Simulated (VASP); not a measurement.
# Ta (I4/mmm) in VASP: a series of runs

Runs on Ta. Level: PBEsol. Tasks: single point.

Everything below comes from runs of VASP 6.6.1. Logs are shortened: lines on timing, memory, paths and dates and some standing lists are left out, and cuts for length are marked.

## 1. The cell of the first run

The structure is tetragonal, space group I4/mmm (No. 139). The conventional cell has a = 3.407 Å, b = 3.407 Å, c = 3.162 Å, α = 90.00°, β = 90.00°, γ = 90.00°. Ta (site symmetry 4/mmm) has 14 Ta at 2.88 to 3.41 Å within 3.8 Å.

## 2. Single point, PBEsol (18.36 Å³/atom)

Input file INCAR:

```
PREC = Accurate
ENCUT = 520
EDIFF = 1E-6
ISMEAR = 0
SIGMA = 0.15
LREAL = F
LASPH = T
NELM = 60
ALGO = Fast
ISIF = 2
LWAVE = F
LCHARG = T
GGA = PS
LELF = T
LVHAR = T
NBANDS = 12
```

Input file KPOINTS:

```
Automatic mesh
0
Gamma
  22 22 22
```

Input file POSCAR:

```
Ta
1.0
   -1.7037187911      1.7037187911      1.5810510381
    1.7037187911     -1.7037187911      1.5810510381
    1.7037187911      1.7037187911     -1.5810510381
Ta
1
Direct
    0.0000000000      0.0000000000      0.0000000000
```

Potentials or basis: VASP PAW PBE potentials, release 64 (Ta_pv).

The run is started by

```bash
cat potpaw_PBE.64/Ta_pv/POTCAR > POTCAR
mpirun -np 1 vasp_std > vasp.out
```

OUTCAR:

```text
PREC = Accurate
   ENCUT = 520
   EDIFF = 1E-6
   ISMEAR = 0
   LREAL = F
   LASPH = T
   NELM = 60
   ISIF = 2
   GGA = PS

 ion  position               nearest neighbor table
   1  0.000  0.000  0.000-

  LATTYP: Found a body centered tetragonal cell.
 ALAT       =     3.4074375822
 C/A-ratio  =     0.9280000000

  Lattice vectors:

 A1 = (  -1.7037187911,   1.7037187911,   1.5810510381)
 A2 = (   1.7037187911,  -1.7037187911,   1.5810510381)
 A3 = (   1.7037187911,   1.7037187911,  -1.5810510381)

Analysis of symmetry for initial positions (statically):
=====================================================================
 Subroutine PRICEL returns:
 Original cell was already a primitive cell.

 Routine SETGRP: Setting up the symmetry group for a
 body centered tetragonal supercell.

 Subroutine GETGRP returns: Found 16 space group operations
 (whereof 16 operations were pure point group operations)
 out of a pool of 16 trial point group operations.

The static configuration has the point symmetry D_4h.

Analysis of symmetry for dynamics (positions and initial velocities):
=====================================================================
 Subroutine PRICEL returns:
 Original cell was already a primitive cell.

 Routine SETGRP: Setting up the symmetry group for a
 body centered tetragonal supercell.

 Subroutine GETGRP returns: Found 16 space group operations
 (whereof 16 operations were pure point group operations)
 out of a pool of 16 trial point group operations.

The dynamic configuration has the point symmetry D_4h.

 Subroutine INISYM returns: Found 16 space group operations
 (whereof 16 operations are pure point group operations),
 and found     1 'primitive' translations

----------------------------------------------------------------------------------------

                                     Primitive cell

  volume of cell :      18.3570

  direct lattice vectors                    reciprocal lattice vectors
    -1.703718791  1.703718791  1.581051038     0.000000000  0.293475662  0.316245325
     1.703718791 -1.703718791  1.581051038     0.293475662  0.000000000  0.316245325
     1.703718791  1.703718791 -1.581051038     0.293475662  0.293475662  0.000000000

  length of vectors
     2.881846253  2.881846253  2.881846253     0.431438373  0.431438373  0.415037261

  position of ions in fractional coordinates (direct lattice)
     0.000000000  0.000000000  0.000000000

  ion indices of the primitive-cell ions
   primitive index   ion index
                 1           1

----------------------------------------------------------------------------------------

 KPOINTS: Automatic mesh

Automatic generation of k-mesh.
 Grid dimensions read from file:
 generate k-points for:   22   22   22

 Generating k-lattice:

  Cartesian coordinates                     Fractional coordinates (reciprocal lattice)
     0.000000000  0.013339803  0.014374788     0.045454545  0.000000000  0.000000000
     0.013339803  0.000000000  0.014374788     0.000000000  0.045454545  0.000000000
     0.013339803  0.013339803  0.000000000     0.000000000  0.000000000  0.045454545

  Length of vectors
     0.019610835  0.019610835  0.018865330

  Shift w.r.t. Gamma in fractional coordinates (k-lattice)
     0.000000000  0.000000000  0.000000000

 Subroutine IBZKPT returns following result:
 ===========================================

 Found    834 irreducible k-points:

 Following reciprocal coordinates:
            Coordinates               Weight
  0.000000  0.000000  0.000000      1.000000
  0.045455 -0.000000  0.000000      8.000000
  0.090909 -0.000000  0.000000      8.000000
  0.136364  0.000000  0.000000      8.000000
  0.181818  0.000000  0.000000      8.000000
  0.227273  0.000000  0.000000      8.000000
[... 16 lines left out ...]
  0.500000  0.045455  0.000000     16.000000
 -0.454545  0.045455  0.000000     16.000000
 [... further k-points ...]
   k-points           NKPTS =    834   k-points in BZ     NKDIM =    834   number of bands    NBANDS=     12
   number of dos      NEDOS =    301   number of ions     NIONS =      1
   total plane-waves  NPLWV =  13824
   dimension x,y,z NGX =    24 NGY =   24 NGZ =   24
   dimension x,y,z NGXF=    48 NGYF=   48 NGZF=   48
   ions per type =               1
   NGX,Y,Z   is equivalent  to a cutoff of  13.84, 13.84, 13.84 a.u.
   NGXF,Y,Z  is equivalent  to a cutoff of  27.69, 27.69, 27.69 a.u.
 SYSTEM =  unknown system
   PREC   = accura    normal or accurate (medium, high low for compatibility)
   ISTART =      0    job   : 0-new  1-cont  2-samecut
   ICHARG =      2    charge: 1-file 2-atom 10-const
   ISPIN  =      1    spin polarized calculation?
   LNONCOLLINEAR =      F non collinear calculations
   LSORBIT =      F    spin-orbit coupling
   LASPH  =      T    aspherical Exc in radial PAW
   ENCUT  =  520.0 eV  38.22 Ry    6.18 a.u.   5.36  5.36  5.36*2*pi/ulx,y,z
   NELM   =     60;   NELMIN=  2; NELMDL= -5     # of ELM steps
   EDIFF  = 0.1E-05   stopping-criterion for ELM
   LREAL  =      F    real-space projection
   EDIFFG = 0.1E-04   stopping-criterion for IOM
   NSW    =      0    number of steps for IOM
   IBRION =     -1    ionic relax: 0-MD 1-quasi-New 2-CG
   NFREE  =      0    steps in history (QN), initial steepest desc. (CG)
   ISIF   =      2    stress and relaxation
   ISYM   =      2    0-nonsym 1-usesym 2-fastsym
   POTIM  = 0.5000    time-step for ionic-motion
   TEBEG  =    0.0;   TEEND  =   0.0 temperature during run
   PSTRESS=    0.0 pullay stress
   NELECT =      11.0000    total number of electrons
   NUPDOWN=      -1.0000    fix difference up-down
   EMIN   =  10.00;   EMAX   =-10.00  energy-range for DOS
   EFERMI =   0.00;   METHOD = LEGACY
   ISMEAR =     0;   SIGMA  =   0.15  broadening in eV -4-tet -1-fermi 0-gaus
   EFERMI_NEDOS =   21; number of points for ismear=-14 and -15
   IALGO  =     68    algorithm
   IMIX   =      4    mixing-type and parameters
     AMIX     =   0.40;   BMIX     =  1.00
     AMIX_MAG =   1.60;   BMIX_MAG =  1.00
  volume/ion in A,a.u.               =      18.36       123.88
  Fermi-wavevector in a.u.,A,eV,Ry     =   1.380189  2.608179 25.918024  1.904921
  Thomas-Fermi vector in A             =   2.505089
   LORBIT       =      0    0 simple, 1 ext, 2 COOP (PROOUT), +10 PAW based schemes
   GGA     = PS    functional components
   LHFCALC =     F    Hartree Fock is set to
   AEXX    =    0.0000 exact exchange contribution
   IVDW    =     0    specifies the selected vdW correction
   LEPSILON=     F    determine dielectric tensor
   LRPA    =     F    only Hartree local field effects (RPA)
 non-spin polarized calculation
 RMM-DIIS sequential band-by-band and
 Gauss-broadening in eV      SIGMA  =   0.15
  energy-cutoff  :      520.00
  volume of cell :       18.36
 maximum number of plane-waves:       513
 NGX is ok and might be reduce to    24
   NGX = 11   NGY = 11   NGZ = 11

 number of electron      11.0000002 magnetization

 Free energy of the ion-electron system (eV)
  ---------------------------------------------------
  ext. energy  EPLUGINS =         0.00000000
  ---------------------------------------------------
  free energy    TOTEN  =       -12.52275076 eV

  energy without entropy =      -12.50667427  energy(sigma->0) =      -12.51471251

 E-fermi :   5.1880     XC(G=0): -12.6299

 val. band max:        5.1873707661   @ k =  -0.1818  -0.4545   0.0909
 cond. band min:       5.1904726330   @ k =  -0.2727   0.2273  -0.0000
 fundamental gap:      0.0031018669
 Fermi energy:         5.1880240136

 k-point     1 :       0.0000    0.0000    0.0000
  band No.  band energies     occupation
      1     -27.9344      2.00000
      2     -27.9344      2.00000
      3     -27.9165      2.00000
      4      -2.6856      2.00000
      5       5.3037      0.27545
      6       6.2667      0.00000
      7       6.2667      0.00000
      8       8.3734      0.00000
      9       9.6987      0.00000
     10      19.7180      0.00000
     11      19.7180      0.00000
     12      21.1151      0.00000

 k-point     2 :       0.0455   -0.0000    0.0000
  band No.  band energies     occupation
      1     -27.9522      2.00000
      2     -27.9423      2.00000
      3     -27.9241      2.00000
      4      -2.5918      2.00000
      5       5.3217      0.20753
      6       6.2394      0.00000
      7       6.2708      0.00000
      8       8.3695      0.00000
      9       9.6126      0.00000
     10      19.8885      0.00000
     11      19.8983      0.00000
     12      21.2456      0.00000

 k-point     3 :       0.0909   -0.0000    0.0000
  band No.  band energies     occupation
      1     -28.0209      2.00000
      2     -27.9651      2.00000
      3     -27.9289      2.00000
      4      -2.3167      2.00000
      5       5.3091      0.25352
      6       6.1396      0.00000
      7       6.3598      0.00000
      8       8.3709      0.00000
      9       9.4136      0.00000
     10      20.3394      0.00000
     11      20.3871      0.00000
     12      21.6233      0.00000
[... 286 lines left out ...]
 k-point    23 :       0.5000    0.0455    0.0000
  band No.  band energies     occupation
      1     -29.0209      2.00000
      2     -28.3122      2.00000
      3     -27.9777      2.00000
      4       0.9525      2.00000
      5       3.4147      2.00000
      6       6.7108      0.00000
      7       9.0107      0.00000
      8      10.5528      0.00000
      9      12.7969      0.00000
     10      16.6107      0.00000
     11      17.2079      0.00000
     12      21.1282      0.00000

 k-point    24 :      -0.4545    0.0455    0.0000
  band No.  band energies     occupation
      1     -28.9791      2.00000
      2     -28.2976      2.00000
      3     -27.9748      2.00000
      4       0.9439      2.00000
      5       3.4927      2.00000
      6       6.2819      0.00000
      7       9.0854      0.00000
      8      10.3130      0.00000
      9      12.2616      0.00000
     10      16.9258      0.00000
     11      17.8392      0.00000
     12      21.8012      0.00000

 [... further k-points ...]

------------------------ aborting loop because EDIFF is reached ----------------------------------------

  FORCE on cell =-STRESS in cart. coord.  units (eV):
  Direction    XX          YY          ZZ          XY          YZ          ZX
  --------------------------------------------------------------------------------------
  -------------------------------------------------------------------------------------
  Total       -1.0220612     -1.0220612     -0.3083809      0.0000000     -0.0000000      0.0000000
  in kB      -89.2042952    -89.2042952    -26.9151232      0.0000000     -0.0000000      0.0000000
  external PRESSURE =     -68.4412379 kB  Pullay stress =       0.0000000 kB

 VOLUME and BASIS-vectors are now :
 -----------------------------------------------------------------------------
  energy-cutoff  :      520.00
  volume of cell :       18.36
      direct lattice vectors                 reciprocal lattice vectors
    -1.703718791  1.703718791  1.581051038     0.000000000  0.293475662  0.316245325
     1.703718791 -1.703718791  1.581051038     0.293475662  0.000000000  0.316245325
     1.703718791  1.703718791 -1.581051038     0.293475662  0.293475662  0.000000000

 POSITION                                       TOTAL-FORCE (eV/Angst)
 -----------------------------------------------------------------------------------
      0.00000      0.00000      0.00000        -0.000000      0.000000      0.000000
 -----------------------------------------------------------------------------------
    total drift:                               -0.000000      0.000000      0.000000

  FREE ENERGIE OF THE ION-ELECTRON SYSTEM (eV)
  ---------------------------------------------------
  free  energy   TOTEN  =       -12.5227507588 eV

  energy  without entropy=      -12.5066742709  energy(sigma->0) =      -12.51471251
```

Run time: 2 min. Hardware: 1 thread of AMD EPYC 9R45 (Zen 5), shared host; peak memory 0.26 GiB.

What came out:

```
Free energy            : -12.5228 eV
Pressure               : -6.8 GPa
Band gap on the k mesh : zero (an odd number of electrons rules out a gap without spin polarisation)
```

Caveat: the cell stands under tension; the PAW data sets were made with another functional, which shifts forces and pressure a little; spin-orbit coupling is left out, which moves the levels of the heavy elements.

## 3. Single point, PBEsol (18.36 Å³/atom)

Input file INCAR:

```
SYSTEM = Ta
PREC     = Accurate       ! precision mode
ENCUT    = 520            ! plane-wave cutoff, eV
EDIFF    = 1E-7           ! SCF threshold, eV
ISMEAR   = 0              ! smearing method
SIGMA    = 0.15           ! smearing width, eV
LREAL    = .FALSE.        ! projectors in reciprocal space
LASPH    = .TRUE.         ! aspherical terms in the spheres
NELM     = 80             ! most SCF steps
ALGO     = Fast           ! electronic algorithm
ISIF     = 2              ! what is computed and relaxed
LWAVE    = .FALSE.        ! write WAVECAR
LCHARG   = .FALSE.        ! write CHGCAR
GGA      = PS             ! functional
NBANDS   = 12             ! bands
```

Input file KPOINTS:

```
regular mesh
0
G
  22 22 22
  0 0 0
```

Input file POSCAR:

```
Ta
1.0
   -1.6209192425      1.6209192425      1.7467025757
    1.6209192425     -1.6209192425      1.7467025757
    1.6209192425      1.6209192425     -1.7467025757
Ta
1
Direct
    0.0000000000      0.0000000000      0.0000000000
```

Potentials or basis: VASP PAW PBE potentials, release 64 (Ta_pv).

The run is started by

```bash
cat potpaw_PBE.64/Ta_pv/POTCAR > POTCAR
mpirun -np 1 vasp_std > vasp.out
```

It took 2.3 min on 1 thread of AMD EPYC 9R45 (Zen 5), shared host; peak memory 0.26 GiB.

The run converged. Its results:

- Free energy: -12.5217 eV
- Pressure: -6.8 GPa
- Band gap on the k mesh: zero (an odd number of electrons rules out a gap without spin polarisation)

Stress tensor (GPa, compression positive):
```
 -4.34   0.00   0.00
  0.00  -4.34   0.00
  0.00   0.00 -11.72
```

Levels at points of the mesh, in eV from the Fermi level:
```csv
k point,band 3,band 4,band 5,band 6,band 7,band 8
"(0.00, 0.00, 0.00)",-33.12,-7.88,0.46,0.46,1.34,3.25
"(0.50, 0.00, 0.00)",-33.12,-4.34,-1.17,1.35,3.09,4.89
"(0.50, 0.50, 0.00)",-33.18,-4.29,-2.09,1.87,4.57,5.21
"(0.50, 0.50, 0.50)",-33.83,-3.84,-3.60,6.48,6.78,6.78
```

Caveat: the cell stands under tension; the PAW data sets were made with another functional, which shifts forces and pressure a little; spin-orbit coupling is left out, which moves the levels of the heavy elements.

## 4. Single point, PBEsol (18.36 Å³/atom)

Input file INCAR:

```
SYSTEM = Ta
PREC = Accurate
ENCUT = 520
EDIFF = 1E-6
ISMEAR = 0
SIGMA = 0.15
LREAL = .FALSE.
LASPH = .TRUE.
NELM = 80
ALGO = Fast
ISIF = 2
LWAVE = .FALSE.
LCHARG = .FALSE.
GGA = PS
NBANDS = 12
```

KPOINTS is that of step 3.

Input file POSCAR:

```
Ta
1.0
   -1.5421504941      1.5421504941      1.9296929132
    1.5421504941     -1.5421504941      1.9296929132
    1.5421504941      1.5421504941     -1.9296929132
Ta
1
Direct
    0.0000000000      0.0000000000      0.0000000000
```

The run is started by

```bash
cat potpaw_PBE.64/Ta_pv/POTCAR > POTCAR
mpirun -np 1 vasp_std > vasp.out
```

Run time: 1.7 min. Hardware: 1 thread of AMD EPYC 9R45 (Zen 5), shared host; peak memory 0.26 GiB.

Results (log left out):

| Quantity | Value |
| --- | --- |
| Free energy | -12.3783 eV |
| Pressure | -3.7 GPa |
| Band gap on the k mesh | zero (an odd number of electrons rules out a gap without spin polarisation) |

Stress tensor (GPa, compression positive):
```
  1.41   0.00   0.00
  0.00   1.41   0.00
  0.00   0.00 -13.79
```

Levels at points of the mesh, in eV from the Fermi level:
```tsv
k point	band 2	band 3	band 4	band 5	band 6	band 7	band 8	band 9
(0.00, 0.00, 0.00)	-33.34	-33.34	-8.10	0.20	0.20	1.67	2.50	4.43
(0.50, 0.00, 0.00)	-33.58	-33.40	-4.58	-0.52	0.96	1.33	5.45	6.65
(0.50, 0.50, 0.00)	-33.79	-33.55	-4.45	-3.07	2.46	5.67	5.95	7.41
(0.50, 0.50, 0.50)	-33.89	-33.89	-4.26	-3.54	4.78	6.05	6.76	6.76
```

Caveat: the cell stands under tension; the PAW data sets were made with another functional, which shifts forces and pressure a little; spin-orbit coupling is left out, which moves the levels of the heavy elements.

## 5. Single point, PBEsol (19.77 Å³/atom)

This run uses another cell than the first one, of 19.77 Å³/atom.

Input file INCAR:

```
SYSTEM = Ta
  PREC = Accurate
  ENCUT = 520
  EDIFF = 1E-6
  ISMEAR = 0
  SIGMA = 0.15
  LREAL = .FALSE.
  LASPH = .TRUE.
  NELM = 80
  ALGO = Fast
  ISIF = 2
  LWAVE = .FALSE.
  LCHARG = .FALSE.
  GGA = PS
  NBANDS = 12
```

KPOINTS is that of step 4.

Input file POSCAR:

```
Ta
1.0
   -1.4668852460      1.4668852460      2.2968489182
    1.4668852460     -1.4668852460      2.2968489182
    1.4668852460      1.4668852460     -2.2968489182
Ta
1
Direct
    0.0000000000      0.0000000000      0.0000000000
```

The run is started by

```bash
cat potpaw_PBE.64/Ta_pv/POTCAR > POTCAR
mpirun -np 1 vasp_std > vasp.out
```

Wall time 61 s (1 thread of Intel Xeon 6975P-C (Granite Rapids), shared host); peak memory 0.3 GiB.

It converged, with:

```yaml
Free_energy: -12.2549 eV
Pressure: -15.2 GPa
Band_gap_on_the_k_mesh: zero (an odd number of electrons rules out a gap without spin polarisation)
```

Stress tensor (GPa, compression positive):
```
-17.50   0.00   0.00
  0.00 -17.50   0.00
  0.00   0.00 -10.75
```

Levels at points of the mesh, in eV from the Fermi level:
```tsv
k point	band 2	band 3	band 4	band 5	band 6	band 7	band 8	band 9
(0.00, 0.00, 0.00)	-33.67	-33.67	-7.85	-0.28	1.02	1.02	2.28	4.16
(0.50, 0.00, 0.00)	-33.87	-33.73	-4.34	-0.32	0.64	0.99	5.15	5.73
(0.50, 0.50, 0.00)	-34.15	-33.96	-4.00	-3.02	3.31	5.16	5.33	6.85
(0.50, 0.50, 0.50)	-33.89	-33.89	-4.21	-2.92	1.60	5.61	6.04	6.04
```

Caveat: the cell stands under tension; the PAW data sets were made with another functional, which shifts forces and pressure a little; spin-orbit coupling is left out, which moves the levels of the heavy elements.

## 6. The runs side by side

| cell | further INCAR settings | gap on the mesh (eV) | pressure (GPa) |
| --- | --- | --- | --- |
| a = 2.882 Å, angles 107.5, 107.5, 113.5°, 1 atom | ALGO = Fast; EDIFF = 1e-06; NBANDS = 12 | none | -6.8 |
| a = 2.882 Å, angles 111.6, 111.6, 105.4°, 1 atom | ALGO = Fast; EDIFF = 1e-07; NBANDS = 12 | none | -6.8 |
| a = 2.912 Å, angles 116.0, 116.0, 97.0°, 1 atom | ALGO = Fast; EDIFF = 1e-06; NBANDS = 12 | none | -3.7 |
| a = 3.095 Å, angles 123.4, 123.4, 84.2°, 1 atom | ALGO = Fast; EDIFF = 1e-06; NBANDS = 12 | none | -15.2 |

Alike in all rows: task single point; level PBEsol; potentials or basis VASP PAW PBE potentials, release 64 (Ta_pv); no spin polarisation; k mesh 22 × 22 × 22; cutoff (eV) 520; smearing gaussian 0.15 eV.

Caveats: the cell stands under tension; the PAW data sets were made with another functional, which shifts forces and pressure a little; spin-orbit coupling is left out, which moves the levels of the heavy elements.

Total energies depend on the potentials used, so only differences within one code and one set of settings carry meaning.
